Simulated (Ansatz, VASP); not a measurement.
Two plane-wave programs on Ge3N

```
Ge N
1.0
     3.81768    0.00000    0.00000
     0.00000    3.81768    0.00000
     0.00000    0.00000    4.92527
Ge N
3 1
Direct
  0.00000 0.50000 0.19409
  0.50000 0.00000 0.80591
  0.50000 0.50000 0.50000
  0.00000 0.00000 0.00000
```

Alike in both runs: functional PBE; k mesh 12 × 12 × 10; occupations gaussian, width 0.1 eV; no spin polarisation.

Ansatz relaxed the structure, and its values are those at the end. VASP's run is a single point on that final structure, the one shown.

|  | VASP | Ansatz |
| --- | --- | --- |
| version | VASP 6.6.1 | Ansatz 0.2.0 |
| potentials or method | VASP PAW PBE potentials, release 64 (Ge_d, N), cutoff 520 eV | scalar-relativistic, plane waves, PAW |
| valence electrons in the cell | 47 | 47 |

```csv
,VASP,Ansatz,Ansatz less VASP
gap on the k mesh at the Fermi level (eV),none,none,-
pressure (GPa),-0.1,0.0,+0.05
rms of the force components (eV/Å),0.007,0.000,-0.0062
```

A gap of «none» marks a metal or a gap that the smearing closes.
